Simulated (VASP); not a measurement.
Input of a VASP 6.6.1 run:

Contents of INCAR:

```
SYSTEM = FeO
PREC     = Accurate       ! precision mode
ENCUT    = 520            ! plane-wave cutoff, eV
EDIFF    = 1E-8           ! SCF threshold, eV
ISMEAR   = -1             ! smearing method
SIGMA    = 0.05           ! smearing width, eV
LREAL    = .FALSE.        ! projectors in reciprocal space
LASPH    = .TRUE.         ! aspherical terms in the spheres
NELM     = 150            ! most SCF steps
ALGO     = Normal         ! electronic algorithm
ISIF     = 2              ! what is computed and relaxed
LWAVE    = .FALSE.        ! write WAVECAR
LCHARG   = .FALSE.        ! write CHGCAR
ISPIN    = 2              ! spin polarisation
MAGMOM   = 3 0            ! initial moments
LORBIT   = 11             ! projections on sites
LMAXMIX  = 4              ! l up to which the mixer works
GGA      = PE             ! functional
IBRION   = 8              ! ionic algorithm
NSW      = 1              ! ionic steps
```

File KPOINTS:

```
Automatic mesh
0
G
  8 8 8
  0 0 0
```

The input POSCAR:

```
FeO
1.0
    0.0000000000      2.1554000000      2.1554000000
    2.1554000000      0.0000000000      2.1554000000
    2.1554000000      2.1554000000      0.0000000000
Fe O
1 1
Direct
    0.0000000000      0.0000000000      0.0000000000
    0.5000000000      0.5000000000      0.5000000000
```

Potentials or basis: VASP PAW PBE potentials, release 64 (Fe, O).

Run with:

```bash
$ cat potpaw_PBE.64/Fe/POTCAR potpaw_PBE.64/O/POTCAR > POTCAR
$ mpirun -np 1 vasp_std > vasp.out
```

Problem. What does it give for the highest phonon frequency at Γ, LO-TO splitting left out?

Solution. 256 cm⁻¹.

Problem. What does it give for the net moment?

Solution. 4.00 μB per cell.

Phonon frequencies in cm⁻¹ (negative: imaginary):
```
              q point        frequencies
(0.000, 0.000, 0.000)  0 0 0 256 256 256
```

Caveat: a cell with one magnetic atom can't hold antiferromagnetic order, which such compounds often take.
